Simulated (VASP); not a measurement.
A run of VASP 6.6.1:

File INCAR:

```
SYSTEM = Sb2N
PREC = Accurate
ENCUT = 520
EDIFF = 1E-6
ISMEAR = 0
SIGMA = 0.1
LREAL = .FALSE.
LASPH = .TRUE.
NELM = 80
ALGO = Normal
ISIF = 2
LWAVE = .FALSE.
LCHARG = .FALSE.
GGA = PE
NBANDS = 14
```

Contents of KPOINTS:

```
regular mesh
0
G
  4 4 6
  0 0 0
```

File POSCAR:

```
Sb2N
1.0
    4.6716162200      0.0000000000      0.0000000000
    0.0000000000      4.6716162200      0.0000000000
    0.0000000000      0.0000000000      3.2517984800
Sb N
2 1
Direct
    0.5000000000      0.5000000000      0.5000000000
    0.0000000000      0.0000000000      0.0000000000
    0.0000000000      0.0000000000      0.5000000000
```

Potentials or basis: VASP PAW PBE potentials, release 64 (Sb, N).

Launch:

```bash
$ cat potpaw_PBE.64/Sb/POTCAR potpaw_PBE.64/N/POTCAR > POTCAR
$ mpirun -np 1 vasp_std > vasp.out
```

Hardware: 1 thread of Intel(R) Xeon(R) Platinum 8559C (Emerald Rapids), on a shared host.

Problem. Estimate the wall time of this run.

Solution. It took 9.6 s on 1 thread of Intel(R) Xeon(R) Platinum 8559C (Emerald Rapids), on a shared host, peak memory 0.18 GiB. Counts: scf iterations 14, k points 24.
